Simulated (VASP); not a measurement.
# Ir (P6_3/mmc) in VASP: a series of runs, part 2 of 3

VASP 6.6.1. The steps go on from the part before.

## Step 3: Single point, PBE, collinear spin, ferromagnetic start (volume scaled by 0.88)

The input, INCAR:

```
ALGO     = Normal         # electronic algorithm
EDIFF    = 1E-7           # SCF threshold, eV
ENCUT    = 520            # plane-wave cutoff, eV
GGA      = PE             # functional
ISIF     = 2              # what is computed and relaxed
ISMEAR   = -1             # smearing method
ISPIN    = 2              # spin polarisation
LASPH    = True           # aspherical terms in the spheres
LCHARG   = False          # write CHGCAR
LMAXMIX  = 4              # l up to which the mixer works
LORBIT   = 11             # projections on sites
LREAL    = False          # projectors in reciprocal space
LWAVE    = False          # write WAVECAR
MAGMOM   = 1 1 1 1        # initial moments
NBANDS   = 30             # bands
NELM     = 150            # most SCF steps
PREC     = Accurate       # precision mode
SIGMA    = 0.05           # smearing width, eV
```

The input, KPOINTS:

```
k-points
0
Gamma
  17 17 5
```

The input, POSCAR:

```
Ir
1.0
    2.6238980710      0.0000000000      0.0000000000
   -1.3119490355      2.2723623864      0.0000000000
    0.0000000000      0.0000000000      8.5784790626
Ir
4
Direct
    0.0000000000      0.0000000000      1.0000000000
    0.0000000000      0.0000000000      0.5000000000
    0.3333333333      0.6666666667      0.2500000000
    0.6666666667      0.3333333333      0.7500000000
```

Potentials or basis: VASP PAW PBE potentials, release 64 (Ir).

The run is started by

```sh
cat potpaw_PBE.64/Ir/POTCAR > POTCAR
mpirun -np 1 vasp_std > vasp.out
```

OUTCAR:

```text
EDIFF = 1E-7
   ENCUT = 520
   GGA = PE
   ISIF = 2
   ISMEAR = -1
   ISPIN = 2
   LASPH = True
   LORBIT = 11
   LREAL = False
   NELM = 150
   PREC = Accurate

 ion  position               nearest neighbor table
   1  0.000  0.000  0.000-   3 2.63   4 2.63   3 2.63   4 2.63   4 2.63   3 2.63
   2  0.000  0.000  0.500-   3 2.63   4 2.63   3 2.63   4 2.63   4 2.63   3 2.63
   3  0.333  0.667  0.250-   1 2.63   2 2.63   1 2.63   2 2.63   1 2.63   2 2.63
   4  0.667  0.333  0.750-   1 2.63   2 2.63   1 2.63   2 2.63   1 2.63   2 2.63

  LATTYP: Found a hexagonal cell.
 ALAT       =     2.6238980710
 C/A-ratio  =     3.2693644458

  Lattice vectors:

 A1 = (   2.6238980710,   0.0000000000,   0.0000000000)
 A2 = (  -1.3119490355,   2.2723623864,   0.0000000000)
 A3 = (   0.0000000000,   0.0000000000,   8.5784790626)

Analysis of symmetry for initial positions (statically):
=====================================================================
 Subroutine PRICEL returns:
 Original cell was already a primitive cell.

 Routine SETGRP: Setting up the symmetry group for a
 hexagonal supercell.

 Subroutine GETGRP returns: Found 24 space group operations
 (whereof 12 operations were pure point group operations)
 out of a pool of 24 trial point group operations.

The static configuration has the point symmetry D_3d.
 The point group associated with its full space group is D_6h.

Analysis of symmetry for dynamics (positions and initial velocities):
=====================================================================
 Subroutine PRICEL returns:
 Original cell was already a primitive cell.

 Routine SETGRP: Setting up the symmetry group for a
 hexagonal supercell.

 Subroutine GETGRP returns: Found 24 space group operations
 (whereof 12 operations were pure point group operations)
 out of a pool of 24 trial point group operations.

The dynamic configuration has the point symmetry D_3d.
 The point group associated with its full space group is D_6h.

Analysis of structural, dynamic, and magnetic symmetry:
=====================================================================
 Subroutine PRICEL returns:
 Original cell was already a primitive cell.

 Routine SETGRP: Setting up the symmetry group for a
 hexagonal supercell.

 Subroutine GETGRP returns: Found 24 space group operations
 (whereof 12 operations were pure point group operations)
 out of a pool of 24 trial point group operations.

The overall configuration has the point symmetry D_3d.
 The point group associated with its full space group is D_6h.

 Subroutine INISYM returns: Found 24 space group operations
 (whereof 12 operations are pure point group operations),
 and found     1 'primitive' translations

----------------------------------------------------------------------------------------

                                     Primitive cell

  volume of cell :      51.1487

  direct lattice vectors                    reciprocal lattice vectors
     2.623898071  0.000000000  0.000000000     0.381112365  0.220035327  0.000000000
    -1.311949036  2.272362386  0.000000000     0.000000000  0.440070653  0.000000000
[... 82 lines left out ...]
   ICHARG =      2    charge: 1-file 2-atom 10-const
   ISPIN  =      2    spin polarized calculation?
   LNONCOLLINEAR =      F non collinear calculations
   LSORBIT =      F    spin-orbit coupling
   LASPH  =      T    aspherical Exc in radial PAW
   ENCUT  =  520.0 eV  38.22 Ry    6.18 a.u.   4.88  4.88 15.95*2*pi/ulx,y,z
   NELM   =    150;   NELMIN=  2; NELMDL= -5     # of ELM steps
   EDIFF  = 0.1E-06   stopping-criterion for ELM
   LREAL  =      F    real-space projection
   EDIFFG = 0.1E-05   stopping-criterion for IOM
   NSW    =      0    number of steps for IOM
   IBRION =     -1    ionic relax: 0-MD 1-quasi-New 2-CG
   NFREE  =      0    steps in history (QN), initial steepest desc. (CG)
   ISIF   =      2    stress and relaxation
   ISYM   =      2    0-nonsym 1-usesym 2-fastsym
   POTIM  = 0.5000    time-step for ionic-motion
   TEBEG  =    0.0;   TEEND  =   0.0 temperature during run
   PSTRESS=    0.0 pullay stress
   NELECT =      36.0000    total number of electrons
   NUPDOWN=      -1.0000    fix difference up-down
   EMIN   =  10.00;   EMAX   =-10.00  energy-range for DOS
   EFERMI =   0.00;   METHOD = LEGACY
   ISMEAR =    -1;   SIGMA  =   0.05  broadening in eV -4-tet -1-fermi 0-gaus
   EFERMI_NEDOS =   21; number of points for ismear=-14 and -15
   IALGO  =     38    algorithm
   IMIX   =      4    mixing-type and parameters
     AMIX     =   0.40;   BMIX     =  1.00
     AMIX_MAG =   1.60;   BMIX_MAG =  1.00
  volume/ion in A,a.u.               =      12.79        86.29
  Fermi-wavevector in a.u.,A,eV,Ry     =   1.456232  2.751880 28.852692  2.120613
  Thomas-Fermi vector in A             =   2.573175
   LORBIT       =     11    0 simple, 1 ext, 2 COOP (PROOUT), +10 PAW based schemes
   GGA     = PE    functional components
   LHFCALC =     F    Hartree Fock is set to
   AEXX    =    0.0000 exact exchange contribution
   IVDW    =     0    specifies the selected vdW correction
   LEPSILON=     F    determine dielectric tensor
   LRPA    =     F    only Hartree local field effects (RPA)
 spin polarized calculation
  energy-cutoff  :      520.00
  volume of cell :       51.15
 maximum number of plane-waves:      1407
 NGX is ok and might be reduce to    20
   NGX =  9   NGY =  9   NGZ = 31

 number of electron      36.0000002 magnetization      -0.0036433

 number of electron      36.0000002 magnetization       0.0000956

 Free energy of the ion-electron system (eV)
  ---------------------------------------------------
  ext. energy  EPLUGINS =         0.00000000
  ---------------------------------------------------
  free energy    TOTEN  =       -34.07463314 eV

  energy without entropy =      -34.05034727  energy(sigma->0) =      -34.06249020

 E-fermi :  12.2896     XC(G=0): -14.5972

 val. band max:       12.2773412948   @ k =   0.2941   0.1176   0.0000
 cond. band min:      12.2931634559   @ k =   0.4118   0.1765   0.0000
 fundamental gap:      0.0158221610
 Fermi energy:        12.2896125497

 spin component 1

 k-point     1 :       0.0000    0.0000    0.0000
  band No.  band energies     occupation
      1       0.0103      1.00000
      2       2.3789      1.00000
      3       2.3926      1.00000
      4       3.0177      1.00000
      5       7.1700      1.00000
      6       7.2130      1.00000
[... 781 lines left out ...]
     29      27.4409      0.00000
     30      28.7161      0.00000

 [... further k-points ...]

 spin component 2

 k-point     1 :       0.0000    0.0000    0.0000
  band No.  band energies     occupation
      1       0.0103      1.00000
      2       2.3790      1.00000
      3       2.3926      1.00000
      4       3.0177      1.00000
      5       7.1700      1.00000
      6       7.2130      1.00000
[... 781 lines left out ...]
     29      27.4410      0.00000
     30      28.7179      0.00000

 [... further k-points ...]
[... 5 lines left out ...]
  --------------------------------------------------------------------------------------
  -------------------------------------------------------------------------------------
  Total       19.9006253     19.9006253     19.8767404      0.0000000      0.0000000     -0.0000000
  in kB      623.3650628    623.3650628    622.6168933      0.0000000      0.0000000     -0.0000000
  external PRESSURE =     623.1156729 kB  Pullay stress =       0.0000000 kB

 VOLUME and BASIS-vectors are now :
 -----------------------------------------------------------------------------
  energy-cutoff  :      520.00
  volume of cell :       51.15
      direct lattice vectors                 reciprocal lattice vectors
     2.623898071  0.000000000  0.000000000     0.381112365  0.220035327  0.000000000
    -1.311949036  2.272362386  0.000000000     0.000000000  0.440070653  0.000000000
     0.000000000  0.000000000  8.578479063     0.000000000  0.000000000  0.116570781

 POSITION                                       TOTAL-FORCE (eV/Angst)
 -----------------------------------------------------------------------------------
      0.00000      0.00000      0.00000         0.000000      0.000000      0.000000
      0.00000      0.00000      4.28924        -0.000000      0.000000      0.000000
     -0.00000      1.51491      2.14462        -0.000000      0.000000     -0.000000
      1.31195      0.75745      6.43386         0.000000     -0.000000      0.000000
 -----------------------------------------------------------------------------------
    total drift:                                0.000000     -0.000000      0.000000

  FREE ENERGIE OF THE ION-ELECTRON SYSTEM (eV)
  ---------------------------------------------------
  free  energy   TOTEN  =       -34.0746331385 eV

  energy  without entropy=      -34.0503472681  energy(sigma->0) =      -34.06249020

 total charge

# of ion       s       p       d       tot
------------------------------------------
    1        0.736   0.894   7.153   8.783
    2        0.736   0.894   7.153   8.783
    3        0.737   0.899   7.163   8.798
    4        0.737   0.899   7.163   8.798
--------------------------------------------------
tot          2.946   3.586  28.631  35.163

 magnetization (x)

# of ion       s       p       d       tot
------------------------------------------
    1        0.000   0.000  -0.000   0.000
    2        0.000   0.000  -0.000   0.000
    3        0.000   0.000  -0.000   0.000
    4        0.000   0.000  -0.000   0.000
--------------------------------------------------
tot          0.000   0.000  -0.000   0.000
```

Run time: 5 min. Hardware: 1 thread of Intel Xeon Platinum 8488C (Sapphire Rapids), shared host; peak memory 0.32 GiB.

What came out:

```
Free energy                                           : -34.0746 eV
Pressure                                              : 62.3 GPa
Band gap on the k mesh                                : zero (filled and empty bands overlap)
Net moment                                            : 0.00 μB per cell
Valence electrons inside the program's atomic spheres : Ir 8.78, 8.80
```

Levels at points of the mesh, in eV from the Fermi level:
Spin up:
```csv
k point,band 16,band 17,band 18,band 19,band 20,band 21
"(0.00, 0.00, 0.00)",-2.11,-2.11,-1.22,-1.22,-1.06,-0.40
```
Spin down:
| k point | band 16 | band 17 | band 18 | band 19 | band 20 | band 21 |
| --- | --- | --- | --- | --- | --- | --- |
| (0.00, 0.00, 0.00) | -2.11 | -2.11 | -1.22 | -1.22 | -1.06 | -0.40 |

Caveat: spin-orbit coupling is left out, which moves the levels of the heavy elements.

(Continued in part 3 of 3.)
